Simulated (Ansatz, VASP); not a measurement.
**FeGe: VASP beside Ansatz**

The input INCAR:

```
PREC = Accurate ; ENCUT = 520
EDIFF = 1E-6 ; ISMEAR = -1
SIGMA = 0.05 ; LREAL = False
LASPH = True ; NELM = 150
ALGO = Normal ; ISIF = 2
LWAVE = False ; LCHARG = False
ISPIN = 2 ; MAGMOM = 2.5 0
LORBIT = 11 ; LMAXMIX = 4
GGA = PE ; NBANDS = 22
```

The input KPOINTS:

```
regular mesh
0
Gamma
  12 12 12
```

The input POSCAR:

```
FeGe
1.0
    0.0000000000      2.7511832185      2.7511832185
    2.7511832185      0.0000000000      2.7511832185
    2.7511832185      2.7511832185      0.0000000000
Fe Ge
1 1
Direct
    0.0000000000      0.0000000000      0.0000000000
    0.2500000000      0.2500000000      0.2500000000
```

Input for Ansatz:

```yaml
crystal:
  lattice:
    - [0.0, 2.7511832185, 2.7511832185]
    - [2.7511832185, 0.0, 2.7511832185]
    - [2.7511832185, 2.7511832185, 0.0]
  atoms:
    - { symbol: Fe, position: [0.0, 0.0, 0.0], spin: 2.5 }
    - { symbol: Ge, position: [0.25, 0.25, 0.25] }
magnetization:
  spin_polarized: true
kpoints:
  mp_grid: { grid: [12, 12, 12] }
scf:
  occupations: { method: fermi_dirac, width: 0.05 }
hamiltonian:
  xc: pbe
  pseudopotentials: { kind: all_electron, lapw: { basis_error: 0.0005 } }
output:
  forces: true
  stress: true
  eigenvalues: true
  populations: true
```

Alike in both runs: task single point; functional PBE; k mesh 12 × 12 × 12; occupations fermi-dirac, width 0.05 eV; collinear spin.

|  | VASP | Ansatz |
| --- | --- | --- |
| version | VASP 6.6.1 | Ansatz 0.2.0 |
| potentials or method | VASP PAW PBE potentials, release 64 (Fe, Ge_d), cutoff 520 eV | all-electron LAPW, scalar-relativistic |

```csv
,VASP,Ansatz,Ansatz less VASP
pressure (GPa),-1.9,-1.8,+0.11
net moment per atom (μB),1.04,1.06,+0.015
size of the moment on the site where the two differ most (μB),0.18,0.16,-0.024
```

Site moments also hang on the region over which each program counts them. Ansatz ran all-electron here, and VASP with PAW potentials.
